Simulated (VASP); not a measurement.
Fe:

```
CELL_PARAMETERS angstrom
-1.44300 1.44300 1.44300
1.44300 -1.44300 1.44300
1.44300 1.44300 -1.44300
ATOMIC_POSITIONS crystal
Fe 0.00000 0.00000 0.00000
```

```yaml
Program: VASP 6.6.1
Task: relaxation of cell and atoms
Functional: LDA
Potentials_or_basis: VASP PAW LDA potentials, release 64 (Fe)
Cutoff: 600 eV
k_mesh: 10 × 10 × 10
Occupations: gaussian, width 0.02 eV
Spin: collinear spin, ferromagnetic start
Starting_moments: "[3.5] μB"
```

At the start: pressure -27.5 GPa; volume 12.02 Å³/atom.

Where does the relaxation end?

Over 5 steps the energy falls by 157.6 meV/atom and the volume is 10.34 Å³/atom (-13.9 %); space group Im-3m (No. 229, to 0.05 Å); moment 1.92 μB per cell.

The path:
```csv
step,energy change (eV),largest force (eV/Å),pressure (GPa),volume (Å³)
1,0.0000,0.0000,-27.47,12.02
2,0.1053,0.0000,58.35,8.78
3,-0.1566,0.0000,-2.66,10.47
4,-0.1575,0.0000,-0.67,10.38
5,-0.1576,0.0000,-0.11,10.34
```

Final structure:
```yaml
crystal:
  lattice:
    - [-1.37263, 1.37263, 1.37263]
    - [1.37263, -1.37263, 1.37263]
    - [1.37263, 1.37263, -1.37263]
  atoms:
    - { symbol: Fe, position: [0.00000, 0.00000, 0.00000] }
```

Caveat: the volume moved by -14 % from the deposited cell, more than functionals usually miss.
